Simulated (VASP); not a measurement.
A run of VASP 6.6.1 is set up as follows.

Contents of INCAR:

```
SYSTEM = Si2W
PREC = Accurate
ENCUT = 520
EDIFF = 1E-7
ISMEAR = 0
SIGMA = 0.1
LREAL = .False.
LASPH = .True.
NELM = 100
ALGO = Normal
ISIF = 2
LWAVE = .False.
LCHARG = .False.
GGA = CA
NBANDS = 18
```

KPOINTS

```
Automatic mesh
0
Gamma
  18 18 18
  0 0 0
```

POSCAR

```
Si2W
1.0
   -1.6145299055      1.6145299055      3.9335489453
    1.6145299055     -1.6145299055      3.9335489453
    1.6145299055      1.6145299055     -3.9335489453
Si W
2 1
Direct
    0.3345578117      0.3345578117      0.0000000000
    0.6654421883      0.6654421883      0.0000000000
    0.0000000000      0.0000000000      0.0000000000
```

Potentials or basis: VASP PAW LDA potentials, release 64 (Si, W_sv).

Command:

```bash
$ cat potpaw_LDA.64/Si/POTCAR potpaw_LDA.64/W_sv/POTCAR > POTCAR
$ mpirun -np 1 vasp_std > vasp.out
```

Q: What does it give for the largest force?

A: 0.112 eV/Å.

Q: Predict the band gap on the k mesh.

A: Zero (bands 11 and 12 overlap by 1.25 eV).

Stress tensor (GPa, compression positive):
```
-7.89  0.00  0.00
 0.00 -7.89  0.00
 0.00  0.00 -8.44
```

Caveat: the cell stands under tension; spin-orbit coupling is left out, which moves the levels of the heavy elements.
